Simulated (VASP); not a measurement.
A run of VASP 6.6.1:

INCAR

```
PREC     = Accurate       # precision mode
ENCUT    = 560            # plane-wave cutoff, eV
EDIFF    = 1E-6           # SCF threshold, eV
ISMEAR   = 0              # smearing method
SIGMA    = 0.1            # smearing width, eV
LREAL    = F              # projectors in reciprocal space
LASPH    = T              # aspherical terms in the spheres
NELM     = 120            # most SCF steps
ALGO     = Normal         # electronic algorithm
ISIF     = 2              # what is computed and relaxed
LWAVE    = F              # write WAVECAR
LCHARG   = F              # write CHGCAR
GGA      = PE             # functional
NBANDS   = 44             # bands
GGA_COMPAT= F
```

The input KPOINTS:

```
regular mesh
0
Gamma
  6 6 6
```

Contents of POSCAR:

```
Ba2Re
1.0
    6.3650971752      0.0000000000      0.0000000000
    0.0000000000      6.3650971752      0.0000000000
    0.0000000000      0.0000000000      6.3650971752
Ba Re
4 2
Direct
    0.2500000000      0.2500000000      0.2500000000
    0.2500000000      0.7500000000      0.7500000000
    0.7500000000      0.7500000000      0.2500000000
    0.7500000000      0.2500000000      0.7500000000
    0.0000000000      0.0000000000      0.0000000000
    0.5000000000      0.5000000000      0.5000000000
```

Potentials or basis: VASP PAW PBE potentials, release 64 (Ba_sv, Re_sv_GW).

Run with:

```console
$ cat potpaw_PBE.64/Ba_sv/POTCAR potpaw_PBE.64/Re_sv_GW/POTCAR > POTCAR
$ mpirun -np 1 vasp_std > vasp.out
```

Hardware: 1 thread of Intel(R) Xeon(R) Platinum 8259CL CPU @ 2.50GHz (Skylake/Cascade Lake) (shared host).

How long does it take, and how much memory?

Wall time 4.7 min on 1 thread of Intel(R) Xeon(R) Platinum 8259CL CPU @ 2.50GHz (Skylake/Cascade Lake) (shared host), peak memory 0.48 GiB. Counts: scf iterations 14, k points 20.
